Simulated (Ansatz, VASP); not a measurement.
## Pt in VASP and in Ansatz

```
Pt
1.0
     2.76070    0.00000    0.00000
    -1.38035    2.39084    0.00000
     0.00000    0.00000    4.79210
Pt
2
Direct
  0.66667 0.33333 0.75000
  0.33333 0.66667 0.25000
```

Alike in both runs: task single point; functional PBE; k mesh 11 × 11 × 6; occupations methfessel-paxton of order 1, width 0.1 eV; no spin polarisation.

|  | VASP | Ansatz |
| --- | --- | --- |
| version | VASP 6.6.1 | Ansatz 0.2.0 |
| potentials or method | VASP PAW PBE potentials, release 64 (Pt), cutoff 500 eV | plane waves, PAW |
| valence electrons in the cell | 20 | 36 |

VASP gave:

- pressure (GPa): -1.2
- traceless stress, the component that is largest in VASP (GPa): -0.71

Question: Which values does Ansatz return?

Answer: Pressure (GPa): -0.8; traceless stress, the component that is largest in VASP (GPa): -0.66.

VASP's potentials hold 20 valence electrons a cell and Ansatz's 36, so a difference there can come from the potentials and not from the codes. Ansatz's warnings: stress scf threshold loose.

Neither program's run includes spin-orbit coupling.
